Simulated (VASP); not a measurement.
# SnS2 (Berndtite-2T) (P-3m1) in VASP: further runs

The runs below take SnS2 (Berndtite-2T) through single point, with PBE, r2SCAN.

All numbers are computed with VASP 6.6.1; they aren't measurements. Logs are shortened: lines on timing, memory, paths and dates and some standing lists are left out, and cuts for length are marked.

## 1. The cell of the first run

It takes space group P-3m1 (No. 164, trigonal). Conventional cell: a = 3.661 Å, b = 3.661 Å, c = 5.962 Å, α = 90.00°, β = 90.00°, γ = 120.00°. Sn (site symmetry -3m) has 6 S at 2.57 Å within 3.4 Å. S (site symmetry 3m) has 3 Sn at 2.57 Å within 3.4 Å.

## 2. Single point, PBE

The input, INCAR:

```
PREC     = Accurate       # precision mode
ENCUT    = 500            # plane-wave cutoff, eV
EDIFF    = 1E-6           # SCF threshold, eV
ISMEAR   = 0              # smearing method
SIGMA    = 0.01           # smearing width, eV
LREAL    = False          # projectors in reciprocal space
LASPH    = True           # aspherical terms in the spheres
NELM     = 120            # most SCF steps
ALGO     = Normal         # electronic algorithm
ISIF     = 2              # what is computed and relaxed
LWAVE    = False          # write WAVECAR
LCHARG   = False          # write CHGCAR
GGA      = PE             # functional
NBANDS   = 20             # bands
GGA_COMPAT= False
```

The input, KPOINTS:

```
regular mesh
0
Gamma
  6 6 4
```

The input, POSCAR:

```
SnS2
1.0
    3.6607574670      0.0000000000      0.0000000000
   -1.8303787335      3.1703089635      0.0000000000
    0.0000000000      0.0000000000      5.9618049232
Sn S
1 2
Direct
    0.0000000000      0.0000000000      0.0000000000
    0.3333333333      0.6666666667      0.2455903389
    0.6666666667      0.3333333333      0.7544096611
```

Potentials or basis: VASP PAW PBE potentials, release 64 (Sn_d, S).

On the command line:

```bash
cat potpaw_PBE.64/Sn_d/POTCAR potpaw_PBE.64/S/POTCAR > POTCAR
mpirun -np 1 vasp_std > vasp.out
```

OUTCAR:

```text
PREC = Accurate
   ENCUT = 500
   EDIFF = 1E-6
   ISMEAR = 0
   LREAL = False
   LASPH = True
   NELM = 120
   ISIF = 2
   GGA = PE

 ion  position               nearest neighbor table
   1  0.000  0.000  0.000-   2 2.57   3 2.57   2 2.57   3 2.57   3 2.57   2 2.57
   2  0.333  0.667  0.246-   1 2.57   1 2.57   1 2.57
   3  0.667  0.333  0.754-   1 2.57   1 2.57   1 2.57

  LATTYP: Found a hexagonal cell.
 ALAT       =     3.6607574670
 C/A-ratio  =     1.6285714028

  Lattice vectors:

 A1 = (   3.6607574670,   0.0000000000,   0.0000000000)
 A2 = (  -1.8303787335,   3.1703089635,   0.0000000000)
 A3 = (   0.0000000000,   0.0000000000,   5.9618049232)

Analysis of symmetry for initial positions (statically):
=====================================================================
 Subroutine PRICEL returns:
 Original cell was already a primitive cell.

 Routine SETGRP: Setting up the symmetry group for a
 hexagonal supercell.

 Subroutine GETGRP returns: Found 12 space group operations
 (whereof 12 operations were pure point group operations)
 out of a pool of 24 trial point group operations.

The static configuration has the point symmetry D_3d.

Analysis of symmetry for dynamics (positions and initial velocities):
=====================================================================
 Subroutine PRICEL returns:
 Original cell was already a primitive cell.

 Routine SETGRP: Setting up the symmetry group for a
 hexagonal supercell.

 Subroutine GETGRP returns: Found 12 space group operations
 (whereof 12 operations were pure point group operations)
 out of a pool of 24 trial point group operations.

The dynamic configuration has the point symmetry D_3d.

 Subroutine INISYM returns: Found 12 space group operations
 (whereof 12 operations are pure point group operations),
 and found     1 'primitive' translations

----------------------------------------------------------------------------------------

                                     Primitive cell

  volume of cell :      69.1911

  direct lattice vectors                    reciprocal lattice vectors
     3.660757467  0.000000000  0.000000000     0.273167509  0.157713335  0.000000000
    -1.830378733  3.170308964  0.000000000     0.000000000  0.315426670  0.000000000
     0.000000000  0.000000000  5.961804923     0.000000000  0.000000000  0.167734438

  length of vectors
     3.660757467  3.660757467  5.961804923     0.315426670  0.315426670  0.167734438

  position of ions in fractional coordinates (direct lattice)
     0.000000000  0.000000000  0.000000000
     0.333333333  0.666666667  0.245590339
     0.666666667  0.333333333  0.754409661

  ion indices of the primitive-cell ions
   primitive index   ion index
                 1           1
                 2           2
                 3           3

----------------------------------------------------------------------------------------

 KPOINTS: regular mesh

Automatic generation of k-mesh.
 Grid dimensions read from file:
 generate k-points for:    6    6    4

 Generating k-lattice:

  Cartesian coordinates                     Fractional coordinates (reciprocal lattice)
     0.045527918  0.026285556  0.000000000     0.166666667  0.000000000  0.000000000
     0.000000000  0.052571112  0.000000000     0.000000000  0.166666667  0.000000000
     0.000000000  0.000000000  0.041933610     0.000000000  0.000000000  0.250000000

  Length of vectors
     0.052571112  0.052571112  0.041933610

  Shift w.r.t. Gamma in fractional coordinates (k-lattice)
     0.000000000  0.000000000  0.000000000

 Subroutine IBZKPT returns following result:
 ===========================================

 Found     24 irreducible k-points:

 Following reciprocal coordinates:
            Coordinates               Weight
  0.000000  0.000000  0.000000      1.000000
  0.166667  0.000000  0.000000      6.000000
  0.333333  0.000000  0.000000      6.000000
  0.500000  0.000000  0.000000      3.000000
  0.166667  0.166667  0.000000      6.000000
  0.333333  0.166667  0.000000     12.000000
[... 16 lines left out ...]
  0.333333  0.166667  0.500000     12.000000
  0.333333  0.333333  0.500000      2.000000
   k-points           NKPTS =     24   k-points in BZ     NKDIM =     24   number of bands    NBANDS=     20
   number of dos      NEDOS =    301   number of ions     NIONS =      3
   total plane-waves  NPLWV =  37632
   dimension x,y,z NGX =    28 NGY =   28 NGZ =   48
   dimension x,y,z NGXF=    56 NGYF=   56 NGZF=   96
   ions per type =               1   2
   NGX,Y,Z   is equivalent  to a cutoff of  12.72, 12.72, 13.38 a.u.
   NGXF,Y,Z  is equivalent  to a cutoff of  25.43, 25.43, 26.77 a.u.
 SYSTEM =  unknown system
   PREC   = accura    normal or accurate (medium, high low for compatibility)
   ISTART =      0    job   : 0-new  1-cont  2-samecut
   ICHARG =      2    charge: 1-file 2-atom 10-const
   ISPIN  =      1    spin polarized calculation?
[... 82 lines left out ...]
     19      13.5069      0.00000
     20      14.2833      0.00000

 k-point     3 :       0.3333    0.0000    0.0000
  band No.  band energies     occupation
      1     -16.5129      2.00000
      2     -16.4264      2.00000
      3     -16.4170      2.00000
      4     -16.3723      2.00000
      5     -16.3672      2.00000
      6      -8.1335      2.00000
[... 12 lines left out ...]
     19      13.8116      0.00000
     20      14.7605      0.00000

 k-point     4 :       0.5000    0.0000    0.0000
  band No.  band energies     occupation
      1     -16.5339      2.00000
      2     -16.4249      2.00000
      3     -16.4245      2.00000
      4     -16.3584      2.00000
      5     -16.3519      2.00000
      6      -7.3789      2.00000
[... 12 lines left out ...]
     19      14.7957      0.00000
     20      15.3670      0.00000

 k-point     5 :       0.1667    0.1667    0.0000
  band No.  band energies     occupation
      1     -16.4924      2.00000
      2     -16.4383      2.00000
      3     -16.4048      2.00000
      4     -16.3934      2.00000
      5     -16.3683      2.00000
      6      -8.3894      2.00000
[... 12 lines left out ...]
     19      12.1783      0.00000
     20      15.0634      0.00000

 k-point     6 :       0.3333    0.1667    0.0000
  band No.  band energies     occupation
      1     -16.5123      2.00000
      2     -16.4416      2.00000
      3     -16.4113      2.00000
      4     -16.3733      2.00000
      5     -16.3562      2.00000
      6      -7.4729      2.00000
[... 12 lines left out ...]
     19      13.4505      0.00000
     20      14.8704      0.00000

 k-point     7 :       0.3333    0.3333    0.0000
  band No.  band energies     occupation
      1     -16.4793      2.00000
      2     -16.4793      2.00000
      3     -16.3856      2.00000
      4     -16.3856      2.00000
      5     -16.3650      2.00000
      6      -6.8272      2.00000
[... 12 lines left out ...]
     19      13.3946      0.00000
     20      13.3946      0.00000
[... 277 lines left out ...]
 k-point    20 :       0.3333    0.0000    0.5000
  band No.  band energies     occupation
      1     -16.5131      2.00000
      2     -16.4264      2.00000
      3     -16.4171      2.00000
      4     -16.3722      2.00000
      5     -16.3672      2.00000
      6      -8.0076      2.00000
[... 12 lines left out ...]
     19      14.5235      0.00000
     20      14.9147      0.00000

 k-point    21 :       0.5000    0.0000    0.5000
  band No.  band energies     occupation
      1     -16.5342      2.00000
      2     -16.4250      2.00000
      3     -16.4246      2.00000
      4     -16.3583      2.00000
      5     -16.3519      2.00000
      6      -7.2940      2.00000
[... 12 lines left out ...]
     19      15.2060      0.00000
     20      15.9316      0.00000

 k-point    22 :       0.1667    0.1667    0.5000
  band No.  band energies     occupation
      1     -16.4926      2.00000
      2     -16.4383      2.00000
      3     -16.4048      2.00000
      4     -16.3933      2.00000
      5     -16.3682      2.00000
      6      -8.2564      2.00000
[... 12 lines left out ...]
     19      13.1596      0.00000
     20      14.1874      0.00000

 k-point    23 :       0.3333    0.1667    0.5000
  band No.  band energies     occupation
      1     -16.5126      2.00000
      2     -16.4416      2.00000
      3     -16.4114      2.00000
      4     -16.3732      2.00000
      5     -16.3561      2.00000
      6      -7.3781      2.00000
[... 12 lines left out ...]
     19      13.7588      0.00000
     20      14.6502      0.00000

 k-point    24 :       0.3333    0.3333    0.5000
  band No.  band energies     occupation
      1     -16.4795      2.00000
      2     -16.4795      2.00000
      3     -16.3856      2.00000
      4     -16.3856      2.00000
      5     -16.3648      2.00000
      6      -6.8114      2.00000
[... 12 lines left out ...]
     19      13.9890      0.00000
     20      14.0791      0.00000

------------------------ aborting loop because EDIFF is reached ----------------------------------------

  FORCE on cell =-STRESS in cart. coord.  units (eV):
  Direction    XX          YY          ZZ          XY          YZ          ZX
  --------------------------------------------------------------------------------------
  -------------------------------------------------------------------------------------
  Total        1.2945160      1.2945160      1.3207081      0.0000000      0.0000000     -0.0000000
  in kB       29.9755878     29.9755878     30.5820879      0.0000000      0.0000000     -0.0000000
  external PRESSURE =      30.1777545 kB  Pullay stress =       0.0000000 kB

 VOLUME and BASIS-vectors are now :
 -----------------------------------------------------------------------------
  energy-cutoff  :      500.00
  volume of cell :       69.19
      direct lattice vectors                 reciprocal lattice vectors
     3.660757467  0.000000000  0.000000000     0.273167509  0.157713335  0.000000000
    -1.830378733  3.170308964  0.000000000     0.000000000  0.315426670  0.000000000
     0.000000000  0.000000000  5.961804923     0.000000000  0.000000000  0.167734438

 POSITION                                       TOTAL-FORCE (eV/Angst)
 -----------------------------------------------------------------------------------
      0.00000      0.00000      0.00000        -0.000000      0.000000      0.000000
     -0.00000      2.11354      1.46416        -0.000000      0.000000      0.208751
      1.83038      1.05677      4.49764         0.000000     -0.000000     -0.208751
 -----------------------------------------------------------------------------------
    total drift:                                0.000000     -0.000000     -0.000000

  FREE ENERGIE OF THE ION-ELECTRON SYSTEM (eV)
  ---------------------------------------------------
  free  energy   TOTEN  =       -13.1641402847 eV

  energy  without entropy=      -13.1641402847  energy(sigma->0) =      -13.16414028
```

It took 37 s on 1 thread of Intel Xeon Platinum 8375C at 2.90GHz (Ice Lake), shared host; peak memory 0.19 GiB.

What came out:

```
Free energy            : -13.1641 eV
Pressure               : 3.0 GPa
Largest force          : 0.209 eV/Å
Band gap on the k mesh : 1.51 eV, indirect (least direct gap 1.92 eV)
```

Forces on the atoms (eV/Å):
```
Sn   0.000  0.000  0.000
S    0.000  0.000  0.209
S    0.000  0.000 -0.209
```

Levels at points of the mesh, in eV from the valence-band top:
| k point | band 9 | band 10 | band 11 | band 12 | band 13 | band 14 | band 15 | band 16 | band 17 | band 18 |
| --- | --- | --- | --- | --- | --- | --- | --- | --- | --- | --- |
| (0.00, 0.00, 0.00) | -0.61 | -0.61 | -0.31 | -0.31 | 0.00 | 1.98 | 3.68 | 5.45 | 5.45 | 8.93 |
| (0.50, 0.00, 0.00) | -4.30 | -2.59 | -2.48 | -0.90 | -0.26 | 1.72 | 4.55 | 6.08 | 6.24 | 7.63 |
| (0.00, 0.00, 0.50) | -1.76 | -0.68 | -0.68 | -0.20 | -0.20 | 3.06 | 3.74 | 5.23 | 5.23 | 8.96 |
| (0.50, 0.00, 0.50) | -4.69 | -2.35 | -1.77 | -0.65 | -0.55 | 1.53 | 4.77 | 5.67 | 6.45 | 6.96 |

Caveat: spin-orbit coupling is left out, which moves the levels of the heavy elements; this functional lacks dispersion, which binds the layers, so the pressure and a relaxed spacing across them are unreliable. A k mesh can miss the band edges.

## 3. Single point, PBE

The input, INCAR:

```
SYSTEM = SnS2
  PREC = Accurate
  ENCUT = 500
  EDIFF = 1E-6
  ISMEAR = 0
  SIGMA = 0.01
  LREAL = .FALSE.
  LASPH = .TRUE.
  NELM = 120
  ALGO = Normal
  ISIF = 2
  LWAVE = .FALSE.
  LCHARG = .TRUE.
  GGA = PE
  LELF = .TRUE.
  LVHAR = .TRUE.
  NBANDS = 20
  GGA_COMPAT = .FALSE.
```

The input, KPOINTS:

```
regular mesh
0
G
  6 6 4
  0 0 0
```

POSCAR is that of step 2.

Potentials or basis: VASP PAW PBE potentials, release 64 (Sn_d, S).

On the command line:

```bash
cat potpaw_PBE.64/Sn_d/POTCAR potpaw_PBE.64/S/POTCAR > POTCAR
mpirun -np 1 vasp_std > vasp.out
```

It took 39 s on 1 thread of Intel Xeon Platinum 8375C at 2.90GHz (Ice Lake), shared host; peak memory 0.19 GiB.

The run converged. Its results:

```yaml
Free_energy: -13.1641 eV
Pressure: 3.0 GPa
Largest_force: 0.209 eV/Å
Band_gap_on_the_k_mesh: 1.51 eV, indirect (least direct gap 1.92 eV)
```

Forces on the atoms (eV/Å):
```
Sn   0.000  0.000  0.000
S    0.000  0.000  0.209
S    0.000  0.000 -0.209
```

Levels at points of the mesh, in eV from the valence-band top:
```
           k point  band 11  band 12  band 13  band 14  band 15  band 16
(0.00, 0.00, 0.00)    -0.31    -0.31     0.00     1.98     3.68     5.45
(0.50, 0.00, 0.00)    -2.48    -0.90    -0.26     1.72     4.55     6.08
(0.00, 0.00, 0.50)    -0.68    -0.20    -0.20     3.06     3.74     5.23
(0.50, 0.00, 0.50)    -1.77    -0.65    -0.55     1.53     4.77     5.67
```

Caveat: spin-orbit coupling is left out, which moves the levels of the heavy elements; this functional lacks dispersion, which binds the layers, so the pressure and a relaxed spacing across them are unreliable.

## 4. Single point, r2SCAN

POSCAR is that of step 3.

The input, INCAR.step1:

```
SYSTEM = SnS2
ALGO     = Normal         ! electronic algorithm
EDIFF    = 1E-5           ! SCF threshold, eV
ENCUT    = 550            ! plane-wave cutoff, eV
GGA      = PE             ! functional
GGA_COMPAT= .FALSE.      
ISMEAR   = 0              ! smearing method
LASPH    = .TRUE.         ! aspherical terms in the spheres
LCHARG   = .FALSE.        ! write CHGCAR
LREAL    = .FALSE.        ! projectors in reciprocal space
LWAVE    = .TRUE.         ! write WAVECAR
NBANDS   = 20             ! bands
NELM     = 120            ! most SCF steps
PREC     = Accurate       ! precision mode
SIGMA    = 0.01           ! smearing width, eV
```

The input, INCAR.step2:

```
SYSTEM = SnS2
ALGO     = Normal         ! electronic algorithm
EDIFF    = 1E-6           ! SCF threshold, eV
ENCUT    = 550            ! plane-wave cutoff, eV
GGA_COMPAT= .FALSE.      
ISIF     = 2              ! what is computed and relaxed
ISMEAR   = 0              ! smearing method
ISTART   = 1            
LASPH    = .TRUE.         ! aspherical terms in the spheres
LCHARG   = .TRUE.         ! write CHGCAR
LELF     = .TRUE.         ! ELF
LMIXTAU  = .TRUE.       
LREAL    = .FALSE.        ! projectors in reciprocal space
LVHAR    = .TRUE.       
LWAVE    = .FALSE.        ! write WAVECAR
METAGGA  = R2SCAN         ! meta-GGA
NBANDS   = 20             ! bands
NELM     = 120            ! most SCF steps
PREC     = Accurate       ! precision mode
SIGMA    = 0.01           ! smearing width, eV
```

The input, KPOINTS:

```
k-points
0
G
  6 6 4
  0 0 0
```

On the command line:

```bash
cat potpaw_PBE.64/Sn_d/POTCAR potpaw_PBE.64/S/POTCAR > POTCAR
cp INCAR.step1 INCAR
mpirun -np 1 vasp_std > vasp.out
cp INCAR.step2 INCAR
mpirun -np 1 vasp_std > vasp.out
```

It took 2.4 min on 1 thread of Intel Xeon Platinum 8375C at 2.90GHz (Ice Lake), shared host; peak memory 0.2 GiB.

It converged, with:

```
Free energy            : -42.2170 eV
Pressure               : 0.9 GPa
Largest force          : 0.041 eV/Å
Band gap on the k mesh : 1.82 eV, indirect (least direct gap 2.25 eV)
```

Forces in eV/Å, atoms in the order of the input:
```
Sn   0.000  0.000  0.000
S    0.000  0.000 -0.041
S    0.000  0.000  0.041
```

Stress tensor (GPa, compression positive):
```
0.89 0.00 0.00
0.00 0.89 0.00
0.00 0.00 0.79
```

Levels at points of the mesh, in eV from the valence-band top:
```csv
k point,band 9,band 10,band 11,band 12,band 13,band 14,band 15,band 16,band 17,band 18
"(0.00, 0.00, 0.00)",-0.64,-0.64,-0.34,-0.34,0.00,2.43,4.19,5.90,5.90,9.52
"(0.50, 0.00, 0.00)",-4.41,-2.65,-2.58,-0.90,-0.28,2.02,5.05,6.52,6.73,8.23
"(0.00, 0.00, 0.50)",-1.81,-0.72,-0.72,-0.22,-0.22,3.49,4.27,5.66,5.66,9.57
"(0.50, 0.00, 0.50)",-4.81,-2.44,-1.80,-0.67,-0.58,1.85,5.25,6.14,6.93,7.50
```

Caveat: the PAW data sets were made with another functional, which shifts forces and pressure a little; spin-orbit coupling is left out, which moves the levels of the heavy elements. A k mesh can miss the band edges.

## 5. Single point, PBE

The input, INCAR:

```
SYSTEM = SnS2
  ALGO = Normal
  EDIFF = 1E-6
  ENCUT = 500
  GGA = PE
  GGA_COMPAT = .False.
  ISIF = 2
  ISMEAR = 0
  LASPH = .True.
  LCHARG = .False.
  LREAL = .False.
  LWAVE = .False.
  NBANDS = 20
  NELM = 120
  PREC = Accurate
  SIGMA = 0.01
```

The input, KPOINTS:

```
k-points
0
Gamma
  12 12 4
  0 0 0
```

POSCAR is that of step 4.

On the command line:

```bash
cat potpaw_PBE.64/Sn_d/POTCAR potpaw_PBE.64/S/POTCAR > POTCAR
mpirun -np 1 vasp_std > vasp.out
```

It took 92 s on 1 thread of Intel Xeon Platinum 8375C at 2.90GHz (Ice Lake), shared host; peak memory 0.22 GiB.

Results (log left out):

```
Free energy            : -13.1698 eV
Pressure               : 3.0 GPa
Largest force          : 0.215 eV/Å
Band gap on the k mesh : 1.50 eV, indirect (least direct gap 1.92 eV)
```

Forces in eV/Å, atoms in the order of the input:
```
Sn   0.000  0.000  0.000
S    0.000  0.000  0.215
S    0.000  0.000 -0.215
```

Stress tensor (GPa, compression positive):
```
2.94 0.00 0.00
0.00 2.94 0.00
0.00 0.00 3.10
```

Levels at points of the mesh, in eV from the valence-band top:
```tsv
k point	band 10	band 11	band 12	band 13	band 14	band 15	band 16	band 17
(0.00, 0.00, 0.00)	-0.62	-0.33	-0.33	-0.01	1.96	3.67	5.44	5.44
(0.50, 0.00, 0.00)	-2.60	-2.50	-0.91	-0.27	1.71	4.54	6.06	6.23
(0.00, 0.00, 0.50)	-0.69	-0.69	-0.21	-0.21	3.04	3.73	5.21	5.21
(0.50, 0.00, 0.50)	-2.36	-1.78	-0.66	-0.57	1.52	4.76	5.66	6.44
```

Caveat: spin-orbit coupling is left out, which moves the levels of the heavy elements; this functional lacks dispersion, which binds the layers, so the pressure and a relaxed spacing across them are unreliable. A k mesh can miss the band edges.

## 6. Overview

```csv
level,k mesh,cutoff (eV),gap on the mesh (eV),pressure (GPa),largest force (eV/Å)
PBE,6 × 6 × 4,500,1.51,3.0,0.21
r2SCAN,6 × 6 × 4,550,1.82,0.9,0.04
PBE,12 × 12 × 4,500,1.50,3.0,0.21
```

Alike in all rows: task single point; potentials or basis VASP PAW PBE potentials, release 64 (Sn_d, S); no spin polarisation; cell as given; smearing gaussian 0.01 eV.

On the cell as given the gap runs from 1.50 eV (PBE) to 1.82 eV (r2SCAN); the meshes differ, which moves gaps too. The pressure there spans 0.9 GPa (r2SCAN) to 3.0 GPa (PBE); a positive pressure means that this level wants a larger cell, a negative one a smaller.

Caveats: spin-orbit coupling is left out, which moves the levels of the heavy elements; this functional lacks dispersion, which binds the layers, so the pressure and a relaxed spacing across them are unreliable (some runs); the PAW data sets were made with another functional, which shifts forces and pressure a little (some runs).

Absolute energies hang on the potentials; compare differences alone.
